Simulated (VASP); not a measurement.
CrC5: single point with PBE

CrC5:

```
Cr C
1.0
     2.49587    0.00000    0.00000
    -1.24793    2.16148    0.00000
     0.00000    0.00000   21.98741
Cr C
2 10
Direct
  0.66667 0.33333 0.54714
  0.33333 0.66667 0.45286
  0.00000 0.00000 0.81769
  0.66667 0.33333 0.81766
  0.33333 0.66667 0.99997
  0.66667 0.33333 0.00003
  0.00000 0.00000 0.18231
  0.33333 0.66667 0.18234
  0.00000 0.00000 0.63635
  0.33333 0.66667 0.63621
  0.00000 0.00000 0.36365
  0.66667 0.33333 0.36379
```

```yaml
Program: VASP 6.6.1
Task: single point
Functional: PBE
Potentials_or_basis: VASP PAW PBE potentials, release 64 (Cr_pv, C)
Cutoff: 520 eV
k_mesh: 7 × 7 × 1
Occupations: gaussian, width 0.2 eV
Spin: collinear spin, ferromagnetic start
Starting_moments: "[3.0, 3.0, 0.0, 0.0, 0.0, 0.0, 0.0, 0.0, 0.0, 0.0, 0.0, 0.0] μB"
Dipole_correction: no
Further_INCAR_settings: ALGO = Normal; EDIFF = 1e-07; NBANDS = 48
```

| Property | Result |
| --- | --- |
| Pressure | 0.3 GPa |
| Largest force | 0.026 eV/Å |
| Net moment | 1.07 μB per cell |
| Site moments | Cr +0.53; C -0.00, +0.00, -0.01 (each value once) μB |
| Valence electrons inside the program's atomic spheres | Cr 11.11; C 2.60, 2.63 (each value once) |

Forces on the atoms (eV/Å):
```
Cr   0.000  0.000 -0.023
Cr   0.000  0.000  0.023
C    0.000  0.000 -0.010
C    0.000  0.000  0.010
C    0.000  0.000  0.026
C    0.000  0.000 -0.026
C    0.000  0.000  0.010
C    0.000  0.000 -0.010
C    0.000  0.000  0.008
C    0.000  0.000 -0.004
C    0.000  0.000 -0.008
C    0.000  0.000  0.004
```

Stress tensor (GPa, compression positive):
```
0.37 0.00 0.00
0.00 0.37 0.00
0.00 0.00 0.19
```

Levels at points of the mesh, in eV from the Fermi level:
Spin up:
```tsv
k point	band 30	band 31	band 32	band 33	band 34	band 35	band 36	band 37
(0.00, 0.00, 0.00)	-0.86	-0.86	-0.70	-0.70	0.59	0.59	1.25	1.25
```
Spin down:
| k point | band 28 | band 29 | band 30 | band 31 | band 32 | band 33 | band 34 | band 35 |
| --- | --- | --- | --- | --- | --- | --- | --- | --- |
| (0.00, 0.00, 0.00) | -4.04 | -1.08 | -0.44 | -0.44 | -0.25 | -0.25 | 1.23 | 1.23 |

Run time: 3.2 min on 1 thread of Intel(R) Xeon(R) Platinum 8488C (Sapphire Rapids), with other jobs on the host, peak memory 0.32 GiB.

Caveat: the k points lie up to 0.42 Å⁻¹ apart; this functional lacks dispersion, which binds the layers, so the pressure and a relaxed spacing across them are unreliable.
